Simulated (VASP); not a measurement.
## Al2GaP3: single point with PBE

The system is Al2GaP3.

```
Al Ga P
1.0
    -3.89558    3.89537    0.00122
     3.89531    3.89509   -0.00110
     1.95029   -1.94784   -8.25611
Al Ga P
4 2 6
Direct
  0.66674 0.49994 0.33335
  0.16669 0.99997 0.33328
  0.33340 0.49989 0.66668
  0.83339 0.99991 0.66667
  0.00001 0.50006 0.00001
  0.49999 0.00000 0.99999
  0.16617 0.25006 0.83258
  0.66620 0.75006 0.83257
  0.49999 0.24998 0.50000
  0.00005 0.75002 0.50000
  0.83365 0.25007 0.16742
  0.33372 0.75004 0.16744
```

```json
{
  "Program": "VASP 6.6.1",
  "Task": "single point",
  "Functional": "PBE",
  "Potentials or basis": "VASP PAW PBE potentials, release 64 (Al, Ga_d, P)",
  "Cutoff": "520 eV",
  "k mesh": "4 × 4 × 4",
  "Occupations": "gaussian, width 0.1 eV",
  "Spin": "no spin polarisation",
  "Dipole correction": "no",
  "Further INCAR settings": "ALGO = Normal; EDIFF = 1e-06; NBANDS = 46"
}
```

```
Pressure               : 0.0 GPa
Largest force          : 0.006 eV/Å
Band gap on the k mesh : 1.64 eV
```

Forces on the atoms (eV/Å):
```
Al   0.002  0.000 -0.005
Al   0.002  0.000 -0.006
Al   0.002  0.000  0.005
Al   0.001  0.000  0.005
Ga   0.000 -0.001  0.001
Ga   0.001  0.000  0.001
P   -0.002  0.000  0.001
P   -0.002  0.000  0.002
P    0.000  0.000  0.000
P    0.000 -0.001  0.000
P   -0.003  0.000 -0.002
P   -0.001  0.000 -0.002
```

Levels at points of the mesh, in eV from the valence-band top:
```
           k point  band 32  band 33  band 34  band 35  band 36  band 37
(0.00, 0.00, 0.00)    -0.02     0.00     0.00     1.64     1.84     2.19
(0.50, 0.00, 0.00)    -1.16    -0.93    -0.93     3.05     3.05     3.51
(0.00, 0.50, 0.00)    -1.37    -1.36    -1.36     2.58     2.58     3.33
(0.50, 0.50, 0.00)    -0.85    -0.82    -0.82     2.23     2.23     3.41
(0.00, 0.00, 0.50)    -0.91    -0.69    -0.69     1.64     1.66     2.18
(0.50, 0.00, 0.50)    -1.16    -0.93    -0.93     3.05     3.05     3.51
(0.00, 0.50, 0.50)    -0.89    -0.87    -0.87     3.73     3.73     4.19
(0.50, 0.50, 0.50)    -0.85    -0.82    -0.82     2.23     2.23     3.42
```

It took 14 min on 1 thread of Oxide Virtual Turin-like Processor (shared host), peak memory 0.5 GiB.

A k mesh can miss the band edges.
